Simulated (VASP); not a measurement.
# TaN (C2/m) in VASP: a series of runs, part 2 of 2

VASP 6.6.1. Earlier steps stand in the parts before.

## (3) Single point, PBE (mode 1 frozen in at +0.205 Å and mode 2 at +0.060 Å (largest displacements))

INCAR

```
  PREC = Accurate
  ENCUT = 520
  EDIFF = 1E-6
  ISMEAR = 0
  SIGMA = 0.15
  LREAL = False
  LASPH = True
  NELM = 60
  ALGO = Normal
  ISIF = 2
  LWAVE = False
  LCHARG = False
  GGA = PE
  NBANDS = 24
```

KPOINTS

```
regular mesh
0
Gamma
  14 14 10
```

POSCAR

```
TaN
1.0
    0.0000000000     -2.2081122572     -2.2081122572
    0.0000000000      2.2081122572     -2.2081122572
    4.4162245144      0.0000000000      0.0000000000
Ta N
2 2
Direct
    0.4878727728      0.5121272272      0.0205109201
    0.0121272272     -0.0121272272      0.4794890799
    0.5135183345      0.4864816655      0.5463518101
   -0.0135183345      0.0135183345     -0.0463518101
```

Potentials or basis: VASP PAW PBE potentials, release 64 (Ta_pv, N).

The run is started by

```sh
cat potpaw_PBE.64/Ta_pv/POTCAR potpaw_PBE.64/N/POTCAR > POTCAR
mpirun -np 1 vasp_std > vasp.out
```

OUTCAR:

```text
PREC = Accurate
   ENCUT = 520
   EDIFF = 1E-6
   ISMEAR = 0
   LREAL = False
   LASPH = True
   NELM = 60
   ISIF = 2
   GGA = PE

 ion  position               nearest neighbor table
   1  0.488  0.512  0.021-   3 2.10   4 2.22   4 2.23   4 2.23   4 2.23   3 2.32   2 2.92   2 3.00
                             2 3.00   2 3.08   2 3.18   2 3.26   2 3.26   2 3.33
   2  0.012  0.988  0.479-   4 2.10   3 2.22   3 2.23   3 2.23   3 2.23   4 2.32   1 2.92   1 3.00
                             1 3.00   1 3.08   1 3.18   1 3.26   1 3.26   1 3.33
   3  0.514  0.486  0.546-   1 2.10   2 2.22   2 2.23   2 2.23   2 2.23   1 2.32
[... 854 lines left out ...]
  -------------------------------------------------------------------------------------
  Total        4.6817273     -1.2148012     -1.6611014     -0.3634878      0.0000000      0.0000000
  in kB      174.1779827    -45.1952055    -61.7992625    -13.5231243      0.0000000      0.0000000
  external PRESSURE =      22.3945049 kB  Pullay stress =       0.0000000 kB

 VOLUME and BASIS-vectors are now :
 -----------------------------------------------------------------------------
  energy-cutoff  :      520.00
  volume of cell :       43.06
      direct lattice vectors                 reciprocal lattice vectors
     0.000000000 -2.208112257 -2.208112257     0.000000000 -0.226437763 -0.226437763
     0.000000000  2.208112257 -2.208112257     0.000000000  0.226437763 -0.226437763
     4.416224514  0.000000000  0.000000000     0.226437763  0.000000000  0.000000000

 POSITION                                       TOTAL-FORCE (eV/Angst)
 -----------------------------------------------------------------------------------
      0.09058      0.05356     -2.20811         1.133826      0.234341      0.000000
      2.11753      2.15456     -2.20811        -1.133826     -0.234341      0.000000
      2.41281     -0.05970     -2.20811        -1.036694      0.112494      0.000000
      4.21152     -2.14841     -2.20811         1.036694     -0.112494      0.000000
 -----------------------------------------------------------------------------------
    total drift:                               -0.000000      0.000000     -0.000000

  FREE ENERGIE OF THE ION-ELECTRON SYSTEM (eV)
  ---------------------------------------------------
  free  energy   TOTEN  =       -43.7504464728 eV

  energy  without entropy=      -43.7314536026  energy(sigma->0) =      -43.74095004
```

stdout:

```text
POSCAR found type information on POSCAR TaN
 POSCAR found :  2 types and       4 ions
 scaLAPACK will be used
 LDA part: xc-table for (Slater+PW92), standard interpolation
 POSCAR, INCAR and KPOINTS ok, starting setup
 FFT: planning ... GRIDC
 FFT: planning ... GRID_SOFT
 FFT: planning ... GRID
 WAVECAR not read
 entering main loop
```

Wall time 6.6 min (1 thread of Oxide Virtual Turin-like, shared host); peak memory 0.5 GiB.

Results:

```yaml
Free_energy: -43.7504 eV
Pressure: 2.2 GPa
Largest_force: 1.158 eV/Å
Band_gap_on_the_k_mesh: zero (band 16 reaches 10.65 eV, above the bottom of band 17 at 7.83 eV)
```

Forces in eV/Å, atoms in the order of the input:
```
Ta   1.134  0.234  0.000
Ta  -1.134 -0.234  0.000
N   -1.037  0.112  0.000
N    1.037 -0.112  0.000
```

Caveat: the cell differs from its parent crystal (mode 1 frozen in at +0.205 Å and mode 2 at +0.060 Å (largest displacements)); spin-orbit coupling is left out, which moves the levels of the heavy elements; forces of over 1 eV/Å act on the atoms, so gaps and moduli don't describe the material at rest.

## (4) Single point, PBE (mode 1 frozen in at -0.205 Å and mode 2 at -0.060 Å (largest displacements))

INCAR

```
PREC = Accurate
ENCUT = 520
EDIFF = 1E-7
ISMEAR = 0
SIGMA = 0.15
LREAL = F
LASPH = T
NELM = 60
ALGO = Normal
ISIF = 2
LWAVE = F
LCHARG = T
GGA = PE
LELF = T
LVHAR = T
NBANDS = 24
```

KPOINTS

```
Automatic mesh
0
Gamma
  14 14 10
```

POSCAR

```
TaN
1.0
    0.0000000000     -2.2081122572     -2.2081122572
    0.0000000000      2.2081122572     -2.2081122572
    4.4162245144      0.0000000000      0.0000000000
Ta N
2 2
Direct
    0.5121475408      0.4878524592     -0.0205209401
   -0.0121475408      0.0121475408      0.5205209401
    0.4864590218      0.5135409782      0.4536255461
    0.0135409782     -0.0135409782      0.0463744539
```

The run is started by

```sh
cat potpaw_PBE.64/Ta_pv/POTCAR potpaw_PBE.64/N/POTCAR > POTCAR
mpirun -np 1 vasp_std > vasp.out
```

Run time: 11 min. Hardware: 1 thread of Oxide Virtual Turin-like, shared host; peak memory 0.5 GiB.

The run converged. Its results:

```yaml
Free_energy: -43.7504 eV
Pressure: 2.3 GPa
Largest_force: 1.158 eV/Å
Band_gap_on_the_k_mesh: zero (band 16 reaches 10.65 eV, above the bottom of band 17 at 7.83 eV)
```

Forces in eV/Å, atoms in the order of the input:
```
Ta  -1.134 -0.234  0.000
Ta   1.134  0.234  0.000
N    1.038 -0.113  0.000
N   -1.038  0.113  0.000
```

Stress tensor (GPa, compression positive):
```
17.45 -1.35  0.00
-1.35 -4.50  0.00
 0.00  0.00 -6.17
```

Levels at points of the mesh, in eV from the Fermi level:
| k point | band 14 | band 15 | band 16 | band 17 | band 18 | band 19 |
| --- | --- | --- | --- | --- | --- | --- |
| (0.00, 0.00, 0.00) | -3.20 | -3.14 | -1.69 | -1.13 | -1.06 | 0.44 |
| (0.50, 0.00, 0.00) | -5.55 | -0.52 | -0.02 | 0.48 | 0.96 | 2.19 |
| (0.50, 0.50, 0.00) | -4.09 | -3.99 | -3.85 | 2.79 | 2.87 | 3.79 |
| (0.00, 0.00, 0.50) | -3.63 | -3.61 | -3.28 | 0.63 | 0.81 | 1.16 |
| (0.50, 0.00, 0.50) | -6.79 | 1.35 | 1.48 | 2.00 | 2.15 | 2.17 |
| (0.50, 0.50, 0.50) | -5.22 | -1.53 | -1.52 | 2.50 | 2.63 | 3.81 |

Caveat: the cell differs from its parent crystal (mode 1 frozen in at -0.205 Å and mode 2 at -0.060 Å (largest displacements)); spin-orbit coupling is left out, which moves the levels of the heavy elements; forces of over 1 eV/Å act on the atoms, so gaps and moduli don't describe the material at rest.

## (5) Single point, PBE (mode 1 frozen in at -0.273 Å and mode 2 at -0.060 Å (largest displacements))

INCAR

```
ALGO = Normal ; EDIFF = 1E-7
ENCUT = 520 ; GGA = PE
ISIF = 2 ; ISMEAR = 0
LASPH = True ; LCHARG = True
LELF = True ; LREAL = False
LVHAR = True ; LWAVE = False
NBANDS = 24 ; NELM = 60
PREC = Accurate ; SIGMA = 0.15
```

KPOINTS

```
k-points
0
Gamma
  14 14 10
```

POSCAR

```
TaN
1.0
    0.0000000000     -2.2081122572     -2.2081122572
    0.0000000000      2.2081122572     -2.2081122572
    4.4162245144      0.0000000000      0.0000000000
Ta N
2 2
Direct
    0.5121475408      0.4878524592     -0.0273545735
   -0.0121475408      0.0121475408      0.5273545735
    0.4864590218      0.5135409782      0.4381824907
    0.0135409782     -0.0135409782      0.0618175093
```

The run is started by

```sh
cat potpaw_PBE.64/Ta_pv/POTCAR potpaw_PBE.64/N/POTCAR > POTCAR
mpirun -np 1 vasp_std > vasp.out
```

It took 7.6 min on 1 thread of Oxide Virtual Turin-like, shared host; peak memory 0.51 GiB.

It converged, with:

| Property | Result |
| --- | --- |
| Free energy | -43.6086 eV |
| Pressure | 4.0 GPa |
| Largest force | 1.950 eV/Å |
| Band gap on the k mesh | zero (band 16 reaches 10.43 eV, above the bottom of band 17 at 7.90 eV) |

Forces on the atoms (eV/Å):
```
Ta  -0.699 -0.207  0.000
Ta   0.699  0.207  0.000
N    1.939 -0.206  0.000
N   -1.939  0.206  0.000
```

Stress tensor (GPa, compression positive):
```
27.44 -1.16  0.00
-1.16 -7.11  0.00
 0.00  0.00 -8.48
```

Levels at points of the mesh, in eV from the Fermi level:
```
           k point  band 14  band 15  band 16  band 17  band 18  band 19
(0.00, 0.00, 0.00)    -2.91    -2.85    -1.50    -0.72    -0.64     0.55
(0.50, 0.00, 0.00)    -5.23    -0.84    -0.37     0.39     0.84     2.27
(0.50, 0.50, 0.00)    -3.80    -3.73    -3.54     3.09     3.19     3.90
(0.00, 0.00, 0.50)    -3.21    -3.18    -2.99     0.51     0.66     1.18
(0.50, 0.00, 0.50)    -6.49     1.02     1.19     2.00     2.20     2.30
(0.50, 0.50, 0.50)    -4.72    -1.77    -1.77     3.50     3.66     3.92
```

Caveat: the cell differs from its parent crystal (mode 1 frozen in at -0.273 Å and mode 2 at -0.060 Å (largest displacements)); spin-orbit coupling is left out, which moves the levels of the heavy elements; forces of over 1 eV/Å act on the atoms, so gaps and moduli don't describe the material at rest.
